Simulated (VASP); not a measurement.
Set up this calculation in VASP 6.6.1, as the native input.

```
Task                   : single point
Functional             : PBE
Potentials or basis    : VASP PAW PBE potentials, release 64 (B, As)
Cutoff                 : 520 eV
k mesh                 : 18 × 18 × 10
Occupations            : gaussian, width 0.1 eV
Spin                   : no spin polarisation
Dipole correction      : no
Further INCAR settings : ALGO = Normal; EDIFF = 1e-06; NBANDS = 14
```

The structure of BAs2 lies in POSCAR:

```
BAs2
1.0
    3.3289786864      0.0000000000      0.0000000000
   -1.6644893432      2.8829801111      0.0000000000
    0.0000000000      0.0000000000      4.6938091542
B As
1 2
Direct
    0.0000000000      0.0000000000      0.0000000000
    0.3333333333      0.6666666667      0.2584308738
    0.6666666667      0.3333333333      0.7415691262
```

These files were run (other wordings do the same):

INCAR

```
SYSTEM = BAs2
PREC     = Accurate       ! precision mode
ENCUT    = 520            ! plane-wave cutoff, eV
EDIFF    = 1E-6           ! SCF threshold, eV
ISMEAR   = 0              ! smearing method
SIGMA    = 0.1            ! smearing width, eV
LREAL    = .FALSE.        ! projectors in reciprocal space
LASPH    = .TRUE.         ! aspherical terms in the spheres
NELM     = 60             ! most SCF steps
ALGO     = Normal         ! electronic algorithm
ISIF     = 2              ! what is computed and relaxed
LWAVE    = .FALSE.        ! write WAVECAR
LCHARG   = .TRUE.         ! write CHGCAR
GGA      = PE             ! functional
LELF     = .TRUE.         ! ELF
LVHAR    = .TRUE.       
NBANDS   = 14             ! bands
```

KPOINTS

```
regular mesh
0
G
  18 18 10
  0 0 0
```

Potentials or basis: VASP PAW PBE potentials, release 64 (B, As).

Launch:

```bash
$ cat potpaw_PBE.64/B/POTCAR potpaw_PBE.64/As/POTCAR > POTCAR
$ mpirun -np 1 vasp_std > vasp.out
```

Results of the run:

```yaml
Pressure: 0.3 GPa
Largest_force: 0.027 eV/Å
```

It took 2.1 min on 1 thread of Intel(R) Xeon(R) Platinum 8375C CPU @ 2.90GHz (Ice Lake), on a shared host, peak memory 0.33 GiB.
